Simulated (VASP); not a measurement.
Wanted: the native input for a VASP 6.6.1 run.

```yaml
Task: single point
Functional: r2SCAN
Potentials_or_basis: VASP PAW PBE potentials, release 64 (Ca_sv)
Cutoff: 520 eV
k_mesh: 9 × 9 × 9
Occupations: fermi-dirac, width 0.1 eV
Spin: non-collinear spin, zero start, spin-orbit coupling
Starting_moments: "[[0.0, 0.0, 0.0]] μB"
Dipole_correction: no
Further_INCAR_settings: ALGO = Normal; EDIFF = 1e-06; NBANDS = 21
```

Ca:

```xyz
1
Lattice="3.5066 0.0000 0.0000 0.0000 3.5066 0.0000 0.0000 0.0000 3.5066" Properties=species:S:1:pos:R:3 pbc="T T T"
Ca    0.0000    0.0000    0.0000
```

This isn't the form of Ca at room conditions, which is fcc.

These files were run (other wordings do the same):

POSCAR

```
Ca
1.0
    3.5065510619      0.0000000000      0.0000000000
    0.0000000000      3.5065510619      0.0000000000
    0.0000000000      0.0000000000      3.5065510619
Ca
1
Direct
    0.0000000000      0.0000000000      0.0000000000
```

INCAR.step1

```
PREC = Accurate
ENCUT = 520
ISMEAR = -1
SIGMA = 0.1
LREAL = False
LASPH = True
NELM = 150
LNONCOLLINEAR = True
MAGMOM = 0 0 0
LSORBIT = True
GGA_COMPAT = False
NBANDS = 21
GGA = PE
ALGO = Normal
EDIFF = 1E-4
LWAVE = True
LCHARG = False
```

INCAR.step2

```
PREC = Accurate
ENCUT = 520
EDIFF = 1E-6
ISMEAR = -1
SIGMA = 0.1
LREAL = False
LASPH = True
NELM = 150
ALGO = Normal
ISIF = 2
LWAVE = False
LCHARG = True
LNONCOLLINEAR = True
MAGMOM = 0 0 0
LORBIT = 11
LSORBIT = True
GGA_COMPAT = False
LORBMOM = True
METAGGA = R2SCAN
LMIXTAU = True
LVHAR = True
NBANDS = 21
ISTART = 1
```

KPOINTS

```
regular mesh
0
Gamma
  9 9 9
```

Potentials or basis: VASP PAW PBE potentials, release 64 (Ca_sv).

Command:

```bash
$ cat potpaw_PBE.64/Ca_sv/POTCAR > POTCAR
$ cp INCAR.step1 INCAR
$ mpirun -np 1 vasp_ncl > vasp.out
$ cp INCAR.step2 INCAR
$ mpirun -np 1 vasp_ncl > vasp.out
```

Results of the run:

```json
{
  "Pressure": "0.0 GPa",
  "Net moment": "0.00 μB per cell",
  "Valence electrons inside the program's atomic spheres": "Ca 8.09"
}
```

Caveat: the PAW data sets were made with another functional, which shifts forces and pressure a little.

It took 2.5 min on 1 thread of Intel(R) Xeon(R) 6975P-C (Granite Rapids) (shared host), peak memory 0.29 GiB.
